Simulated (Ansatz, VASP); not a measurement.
## SrO: VASP beside Ansatz

```
Sr O
1.0
    -0.01396    2.79217    2.79217
     2.79217   -0.01396    2.79217
     2.77821    2.77821    0.00000
Sr O
1 1
Direct
  0.00000 0.00000 0.00000
  0.25000 0.25000 0.25000
```

Change from the starting cell: strain e6 = -0.01, atoms carried along.

Alike in both runs: task single point; functional r2SCAN; k mesh 8 × 8 × 8; occupations gaussian, width 0.05 eV; no spin polarisation.

```csv
,VASP,Ansatz
version,VASP 6.6.1,Ansatz 0.2.0
potentials or method,"VASP PAW PBE potentials, release 64 (Sr_sv, O), cutoff 520 eV","scalar-relativistic, plane waves, PAW"
valence electrons in the cell,16,16
```

```csv
,VASP,Ansatz,Ansatz less VASP
gap on the k mesh at the Fermi level (eV),2.90,2.89,-0.015
least direct gap on the mesh (eV),3.74,3.72,-0.017
pressure (GPa),0.5,0.0,-0.47
"traceless stress, the component that is largest in VASP (GPa)",0.47,0.45,-0.018
rms of the force components (eV/Å),0.032,0.030,-0.0025
```

VASP's potentials were made for PBE, not for r2SCAN. Atom by atom the forces differ by 0.002 eV/Å (rms over components). With one functional, cell and mesh, what is left measures potentials, basis and numerics.
